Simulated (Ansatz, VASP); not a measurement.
**AlN in VASP and in Ansatz**

```
Al N
1.0
     3.08864    0.00000    0.00000
    -1.54432    2.67484    0.00000
     0.00000    0.00000    4.94308
Al N
2 2
Direct
  0.66667 0.33333 0.49901
  0.33333 0.66667 0.99901
  0.66667 0.33333 0.88099
  0.33333 0.66667 0.38099
```

Alike in both runs: functional LDA; k mesh 10 × 10 × 4; no spin polarisation.

Ansatz relaxed the structure, and its values are those at the end. VASP's run is a single point on that final structure, the one shown.

|  | VASP | Ansatz |
| --- | --- | --- |
| version | VASP 6.6.1 | Ansatz 0.2.0 |
| potentials or method | VASP PAW LDA potentials, release 64 (Al, N), cutoff 520 eV | scalar-relativistic, plane waves, PAW |
| occupations | gaussian, width 0.01 eV | fixed |
| valence electrons in the cell | 16 | 16 |

```tsv
	VASP	Ansatz	Ansatz less VASP
gap on the k mesh at the Fermi level (eV)	4.42	4.42	-0.008
least direct gap on the mesh (eV)	4.42	4.42	-0.008
pressure (GPa)	0.6	0.0	-0.64
```

Ansatz warns that its potentials were made for another functional, while VASP's fit it. LDA's correlation is that of Perdew and Zunger in VASP and of Perdew and Wang (1992) in Ansatz.
